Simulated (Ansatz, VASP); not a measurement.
# InO in VASP and in Ansatz

```
In O
1.0
     3.42140    0.00000    0.00000
    -1.71070    2.96302    0.00000
     0.00000    0.00000   15.36029
In O
2 2
Direct
  0.66667 0.33333 0.58867
  0.66667 0.33333 0.41133
  0.00000 0.00000 0.63982
  0.00000 0.00000 0.36018
```

Alike in both runs: task single point; functional PBEsol; dispersion D3(BJ); k mesh 12 × 12 × 4; occupations gaussian, width 0.05 eV; no spin polarisation.

|  | VASP | Ansatz |
| --- | --- | --- |
| version | VASP 6.6.1 | Ansatz 0.2.0 |
| potentials or method | VASP PAW PBE potentials, release 64 (In_d, O), cutoff 520 eV | scalar-relativistic, plane waves, PAW |
| valence electrons in the cell | 38 | 38 |

```csv
,VASP,Ansatz,Ansatz less VASP
gap on the k mesh at the Fermi level (eV),0.60,0.61,+0.011
least direct gap on the mesh (eV),1.20,1.21,+0.011
rms of the force components (eV/Å),0.193,0.208,+0.0142
```

VASP's potentials were made for PBE, not for PBEsol. Atom by atom the forces differ by 0.020 eV/Å (rms over components).
